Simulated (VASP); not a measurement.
# BiC (Fm-3m) in VASP: further runs

BiC is run at these levels: PBE; tasks: single point, relaxation of cell and atoms.

All numbers are computed with VASP 6.6.1; they aren't measurements. Logs are shortened: lines on timing, memory, paths and dates and some standing lists are left out, and cuts for length are marked.

## (1) The cell of the first run

The structure is cubic, space group Fm-3m (No. 225). Conventional cell: a = 5.135 Å, b = 5.135 Å, c = 5.135 Å, α = 90.00°, β = 90.00°, γ = 90.00°. Bi (site symmetry m-3m) has 6 C at 2.57 Å within 3.4 Å. Within 3.4 Å of C (site symmetry m-3m) lie 6 Bi at 2.57 Å.

## (2) Single point, PBE

The input, INCAR:

```
SYSTEM = BiC
PREC     = Accurate       ! precision mode
ENCUT    = 520            ! plane-wave cutoff, eV
EDIFF    = 1E-6           ! SCF threshold, eV
ISMEAR   = 0              ! smearing method
SIGMA    = 0.1            ! smearing width, eV
LREAL    = .FALSE.        ! projectors in reciprocal space
LASPH    = .TRUE.         ! aspherical terms in the spheres
NELM     = 60             ! most SCF steps
ALGO     = Normal         ! electronic algorithm
ISIF     = 2              ! what is computed and relaxed
LWAVE    = .FALSE.        ! write WAVECAR
LCHARG   = .TRUE.         ! write CHGCAR
GGA      = PE             ! functional
LELF     = .TRUE.         ! ELF
LVHAR    = .TRUE.       
NBANDS   = 16             ! bands
```

The input, KPOINTS:

```
Automatic mesh
0
G
  18 18 18
  0 0 0
```

The input, POSCAR:

```
BiC
1.0
    0.0000000000      2.5676732877      2.5676732877
    2.5676732877      0.0000000000      2.5676732877
    2.5676732877      2.5676732877      0.0000000000
Bi C
1 1
Direct
    0.0000000000      0.0000000000      0.0000000000
    0.5000000000      0.5000000000      0.5000000000
```

Potentials or basis: VASP PAW PBE potentials, release 64 (Bi_d, C).

On the command line:

```bash
$ cat potpaw_PBE.64/Bi_d/POTCAR potpaw_PBE.64/C/POTCAR > POTCAR
$ mpirun -np 1 vasp_std > vasp.out
```

OUTCAR:

```text
SYSTEM = BiC
   PREC = Accurate
   ENCUT = 520
   EDIFF = 1E-6
   ISMEAR = 0
   LREAL = .FALSE.
   LASPH = .TRUE.
   NELM = 60
   ISIF = 2
   GGA = PE

 ion  position               nearest neighbor table
   1  0.000  0.000  0.000-   2 2.57   2 2.57   2 2.57   2 2.57   2 2.57   2 2.57
   2  0.500  0.500  0.500-   1 2.57   1 2.57   1 2.57   1 2.57   1 2.57   1 2.57

  LATTYP: Found a face centered cubic cell.
 ALAT       =     5.1353465754

  Lattice vectors:

 A1 = (   0.0000000000,   2.5676732877,   2.5676732877)
 A2 = (   2.5676732877,   0.0000000000,   2.5676732877)
 A3 = (   2.5676732877,   2.5676732877,   0.0000000000)

Analysis of symmetry for initial positions (statically):
=====================================================================
 Subroutine PRICEL returns:
 Original cell was already a primitive cell.

 Routine SETGRP: Setting up the symmetry group for a
 face centered cubic supercell.

 Subroutine GETGRP returns: Found 48 space group operations
 (whereof 48 operations were pure point group operations)
 out of a pool of 48 trial point group operations.

The static configuration has the point symmetry O_h .

Analysis of symmetry for dynamics (positions and initial velocities):
=====================================================================
 Subroutine PRICEL returns:
 Original cell was already a primitive cell.

 Routine SETGRP: Setting up the symmetry group for a
 face centered cubic supercell.

 Subroutine GETGRP returns: Found 48 space group operations
 (whereof 48 operations were pure point group operations)
 out of a pool of 48 trial point group operations.

The dynamic configuration has the point symmetry O_h .

 Subroutine INISYM returns: Found 48 space group operations
 (whereof 48 operations are pure point group operations),
 and found     1 'primitive' translations

----------------------------------------------------------------------------------------

                                     Primitive cell

  volume of cell :      33.8571

  direct lattice vectors                    reciprocal lattice vectors
     0.000000000  2.567673288  2.567673288    -0.194728824  0.194728824  0.194728824
     2.567673288  0.000000000  2.567673288     0.194728824 -0.194728824  0.194728824
     2.567673288  2.567673288  0.000000000     0.194728824  0.194728824 -0.194728824

  length of vectors
     3.631238387  3.631238387  3.631238387     0.337280217  0.337280217  0.337280217

  position of ions in fractional coordinates (direct lattice)
     0.000000000  0.000000000  0.000000000
     0.500000000  0.500000000  0.500000000

  ion indices of the primitive-cell ions
   primitive index   ion index
                 1           1
                 2           2

----------------------------------------------------------------------------------------

 KPOINTS: Automatic mesh

Automatic generation of k-mesh.
 Grid dimensions read from file:
 generate k-points for:   18   18   18

 Generating k-lattice:

  Cartesian coordinates                     Fractional coordinates (reciprocal lattice)
    -0.010818268  0.010818268  0.010818268     0.055555556  0.000000000  0.000000000
     0.010818268 -0.010818268  0.010818268     0.000000000  0.055555556  0.000000000
     0.010818268  0.010818268 -0.010818268     0.000000000  0.000000000  0.055555556

  Length of vectors
     0.018737790  0.018737790  0.018737790

  Shift w.r.t. Gamma in fractional coordinates (k-lattice)
     0.000000000  0.000000000  0.000000000

 Subroutine IBZKPT returns following result:
 ===========================================

 Found    195 irreducible k-points:

 Following reciprocal coordinates:
            Coordinates               Weight
  0.000000  0.000000  0.000000      1.000000
  0.055556  0.000000  0.000000      8.000000
  0.111111  0.000000  0.000000      8.000000
  0.166667  0.000000  0.000000      8.000000
  0.222222  0.000000  0.000000      8.000000
  0.277778  0.000000  0.000000      8.000000
[... 16 lines left out ...]
 -0.277778  0.055556  0.000000     24.000000
 -0.222222  0.055556  0.000000     24.000000
 [... further k-points ...]
   k-points           NKPTS =    195   k-points in BZ     NKDIM =    195   number of bands    NBANDS=     16
   number of dos      NEDOS =    301   number of ions     NIONS =      2
   total plane-waves  NPLWV =  21952
   dimension x,y,z NGX =    28 NGY =   28 NGZ =   28
   dimension x,y,z NGXF=    56 NGYF=   56 NGZF=   56
   ions per type =               1   1
   NGX,Y,Z   is equivalent  to a cutoff of  12.82, 12.82, 12.82 a.u.
   NGXF,Y,Z  is equivalent  to a cutoff of  25.64, 25.64, 25.64 a.u.
 SYSTEM =  BiC
   PREC   = accura    normal or accurate (medium, high low for compatibility)
   ISTART =      0    job   : 0-new  1-cont  2-samecut
   ICHARG =      2    charge: 1-file 2-atom 10-const
   ISPIN  =      1    spin polarized calculation?
   LNONCOLLINEAR =      F non collinear calculations
   LSORBIT =      F    spin-orbit coupling
   LASPH  =      T    aspherical Exc in radial PAW
   ENCUT  =  520.0 eV  38.22 Ry    6.18 a.u.   6.75  6.75  6.75*2*pi/ulx,y,z
   NELM   =     60;   NELMIN=  2; NELMDL= -5     # of ELM steps
   EDIFF  = 0.1E-05   stopping-criterion for ELM
   LREAL  =      F    real-space projection
   EDIFFG = 0.1E-04   stopping-criterion for IOM
   NSW    =      0    number of steps for IOM
   IBRION =     -1    ionic relax: 0-MD 1-quasi-New 2-CG
   NFREE  =      0    steps in history (QN), initial steepest desc. (CG)
   ISIF   =      2    stress and relaxation
   ISYM   =      2    0-nonsym 1-usesym 2-fastsym
   POTIM  = 0.5000    time-step for ionic-motion
   TEBEG  =    0.0;   TEEND  =   0.0 temperature during run
   PSTRESS=    0.0 pullay stress
   NELECT =      19.0000    total number of electrons
   NUPDOWN=      -1.0000    fix difference up-down
   EMIN   =  10.00;   EMAX   =-10.00  energy-range for DOS
   EFERMI =   0.00;   METHOD = LEGACY
   ISMEAR =     0;   SIGMA  =   0.10  broadening in eV -4-tet -1-fermi 0-gaus
   EFERMI_NEDOS =   21; number of points for ismear=-14 and -15
   IALGO  =     38    algorithm
   IMIX   =      4    mixing-type and parameters
     AMIX     =   0.40;   BMIX     =  1.00
     AMIX_MAG =   1.60;   BMIX_MAG =  1.00
  volume/ion in A,a.u.               =      16.93       114.24
  Fermi-wavevector in a.u.,A,eV,Ry     =   1.350339  2.551771 24.809087  1.823416
  Thomas-Fermi vector in A             =   2.477852
   LORBIT       =      0    0 simple, 1 ext, 2 COOP (PROOUT), +10 PAW based schemes
   GGA     = PE    functional components
   LHFCALC =     F    Hartree Fock is set to
   AEXX    =    0.0000 exact exchange contribution
   IVDW    =     0    specifies the selected vdW correction
   LEPSILON=     F    determine dielectric tensor
   LRPA    =     F    only Hartree local field effects (RPA)
 non-spin polarized calculation
 Gauss-broadening in eV      SIGMA  =   0.10
  energy-cutoff  :      520.00
  volume of cell :       33.86
 maximum number of plane-waves:       941
   NGX = 13   NGY = 13   NGZ = 13

 number of electron      18.9999999 magnetization

 Free energy of the ion-electron system (eV)
  ---------------------------------------------------
  ext. energy  EPLUGINS =         0.00000000
  ---------------------------------------------------
  free energy    TOTEN  =        -9.73591814 eV

  energy without entropy =       -9.73214053  energy(sigma->0) =       -9.73402934

 E-fermi :   8.9764     XC(G=0): -11.3257

 val. band max:        8.9721194975   @ k =  -0.3889   0.1667   0.0000
 cond. band min:       9.0013316048   @ k =  -0.3889   0.3889   0.1667
 fundamental gap:      0.0292121073
 Fermi energy:         8.9763886207

 k-point     1 :       0.0000    0.0000    0.0000
  band No.  band energies     occupation
      1     -14.0020      2.00000
      2     -14.0020      2.00000
      3     -14.0020      2.00000
      4     -13.9322      2.00000
      5     -13.9322      2.00000
      6      -6.2628      2.00000
[... 8 lines left out ...]
     15      18.1182      0.00000
     16      18.1182      0.00000

 k-point     2 :       0.0556    0.0000    0.0000
  band No.  band energies     occupation
      1     -14.0016      2.00000
      2     -14.0000      2.00000
      3     -14.0000      2.00000
      4     -13.9328      2.00000
      5     -13.9328      2.00000
      6      -6.2112      2.00000
[... 8 lines left out ...]
     15      18.2356      0.00000
     16      18.2356      0.00000

 k-point     3 :       0.1111    0.0000    0.0000
  band No.  band energies     occupation
      1     -14.0008      2.00000
      2     -13.9950      2.00000
      3     -13.9950      2.00000
      4     -13.9338      2.00000
      5     -13.9338      2.00000
      6      -6.0567      2.00000
[... 8 lines left out ...]
     15      18.5351      0.00000
     16      18.5351      0.00000

 k-point     4 :       0.1667    0.0000    0.0000
  band No.  band energies     occupation
      1     -13.9997      2.00000
      2     -13.9895      2.00000
      3     -13.9895      2.00000
      4     -13.9334      2.00000
      5     -13.9334      2.00000
      6      -5.7996      2.00000
[... 8 lines left out ...]
     15      18.9584      0.00000
     16      18.9584      0.00000

 k-point     5 :       0.2222    0.0000    0.0000
  band No.  band energies     occupation
      1     -13.9985      2.00000
      2     -13.9870      2.00000
      3     -13.9870      2.00000
      4     -13.9283      2.00000
      5     -13.9283      2.00000
      6      -5.4407      2.00000
[... 8 lines left out ...]
     15      19.4903      0.00000
     16      19.4903      0.00000

 k-point     6 :       0.2778    0.0000    0.0000
  band No.  band energies     occupation
      1     -13.9975      2.00000
      2     -13.9890      2.00000
      3     -13.9890      2.00000
      4     -13.9184      2.00000
      5     -13.9184      2.00000
      6      -4.9819      2.00000
[... 8 lines left out ...]
     15      20.1282      0.00000
     16      20.1282      0.00000

 k-point     7 :       0.3333    0.0000    0.0000
  band No.  band energies     occupation
      1     -13.9968      2.00000
      2     -13.9935      2.00000
      3     -13.9935      2.00000
      4     -13.9063      2.00000
      5     -13.9063      2.00000
      6      -4.4266      2.00000
[... 8 lines left out ...]
     15      20.8672      0.00000
     16      20.8672      0.00000

 k-point     8 :       0.3889    0.0000    0.0000
  band No.  band energies     occupation
      1     -13.9982      2.00000
      2     -13.9982      2.00000
      3     -13.9964      2.00000
      4     -13.8954      2.00000
      5     -13.8954      2.00000
      6      -3.7821      2.00000
[... 8 lines left out ...]
     15      21.6962      0.00000
     16      21.6962      0.00000

 k-point     9 :       0.4444    0.0000    0.0000
  band No.  band energies     occupation
      1     -14.0016      2.00000
      2     -14.0016      2.00000
      3     -13.9963      2.00000
      4     -13.8879      2.00000
      5     -13.8879      2.00000
      6      -3.0693      2.00000
[... 8 lines left out ...]
     15      22.5889      0.00000
     16      22.5889      0.00000
[... 172 lines left out ...]
 k-point    19 :       0.5000    0.0556    0.0000
  band No.  band energies     occupation
      1     -14.0042      2.00000
      2     -13.9990      2.00000
      3     -13.9941      2.00000
      4     -13.8897      2.00000
      5     -13.8849      2.00000
      6      -2.5837      2.00000
[... 8 lines left out ...]
     15      22.2955      0.00000
     16      23.2461      0.00000

 k-point    20 :      -0.4444    0.0556    0.0000
  band No.  band energies     occupation
      1     -14.0028      2.00000
      2     -13.9993      2.00000
      3     -13.9943      2.00000
      4     -13.8887      2.00000
      5     -13.8877      2.00000
      6      -2.7914      2.00000
[... 8 lines left out ...]
     15      22.3596      0.00000
     16      22.6088      0.00000

 k-point    21 :      -0.3889    0.0556    0.0000
  band No.  band energies     occupation
      1     -13.9994      2.00000
      2     -13.9972      2.00000
      3     -13.9947      2.00000
      4     -13.8973      2.00000
      5     -13.8907      2.00000
      6      -3.5072      2.00000
[... 8 lines left out ...]
     15      21.4434      0.00000
     16      22.4958      0.00000

 k-point    22 :      -0.3333    0.0556    0.0000
  band No.  band energies     occupation
      1     -13.9960      2.00000
      2     -13.9939      2.00000
      3     -13.9932      2.00000
      4     -13.9096      2.00000
      5     -13.8979      2.00000
      6      -4.1769      2.00000
[... 8 lines left out ...]
     15      20.6042      0.00000
     16      21.7745      0.00000

 k-point    23 :      -0.2778    0.0556    0.0000
  band No.  band energies     occupation
      1     -13.9970      2.00000
      2     -13.9890      2.00000
      3     -13.9885      2.00000
      4     -13.9233      2.00000
      5     -13.9077      2.00000
      6      -4.7622      2.00000
[... 8 lines left out ...]
     15      19.8659      0.00000
     16      21.0236      0.00000

 k-point    24 :      -0.2222    0.0556    0.0000
  band No.  band energies     occupation
      1     -13.9985      2.00000
      2     -13.9854      2.00000
      3     -13.9853      2.00000
      4     -13.9349      2.00000
      5     -13.9177      2.00000
      6      -5.2532      2.00000
[... 8 lines left out ...]
     15      19.2431      0.00000
     16      20.3305      0.00000

 [... further k-points ...]
[... 5 lines left out ...]
  --------------------------------------------------------------------------------------
  -------------------------------------------------------------------------------------
  Total        0.0128975      0.0128975      0.0128975      0.0000000      0.0000000      0.0000000
  in kB        0.6103331      0.6103331      0.6103331      0.0000000      0.0000000      0.0000000
  external PRESSURE =       0.6103331 kB  Pullay stress =       0.0000000 kB

 VOLUME and BASIS-vectors are now :
 -----------------------------------------------------------------------------
  energy-cutoff  :      520.00
  volume of cell :       33.86
      direct lattice vectors                 reciprocal lattice vectors
     0.000000000  2.567673288  2.567673288    -0.194728824  0.194728824  0.194728824
     2.567673288  0.000000000  2.567673288     0.194728824 -0.194728824  0.194728824
     2.567673288  2.567673288  0.000000000     0.194728824  0.194728824 -0.194728824

 POSITION                                       TOTAL-FORCE (eV/Angst)
 -----------------------------------------------------------------------------------
      0.00000      0.00000      0.00000         0.000000      0.000000      0.000000
      2.56767      2.56767      2.56767        -0.000000     -0.000000     -0.000000
 -----------------------------------------------------------------------------------
    total drift:                               -0.000000      0.000000      0.000000

  FREE ENERGIE OF THE ION-ELECTRON SYSTEM (eV)
  ---------------------------------------------------
  free  energy   TOTEN  =        -9.7359181386 eV

  energy  without entropy=       -9.7321405323  energy(sigma->0) =       -9.73402934
```

Run time: 95 s. Hardware: 1 thread of Intel Xeon Platinum 8259CL at 2.50GHz (Skylake/Cascade Lake), shared host; peak memory 0.24 GiB.

What came out:

| Item | Value |
| --- | --- |
| Free energy | -9.7359 eV |
| Pressure | 0.1 GPa |

Levels at points of the mesh, in eV from the Fermi level:
| k point | band 8 | band 9 | band 10 | band 11 | band 12 | band 13 |
| --- | --- | --- | --- | --- | --- | --- |
| (0.00, 0.00, 0.00) | -1.14 | -1.14 | -1.14 | 6.67 | 6.67 | 6.67 |
| (0.50, 0.00, 0.00) | -0.32 | -0.32 | 0.81 | 2.07 | 2.36 | 2.36 |
| (0.50, 0.50, 0.00) | -6.63 | -3.51 | -3.51 | 4.42 | 7.10 | 7.35 |

Caveat: spin-orbit coupling is left out, which moves the levels of the heavy elements.

(Continued in part 2 of 2.)
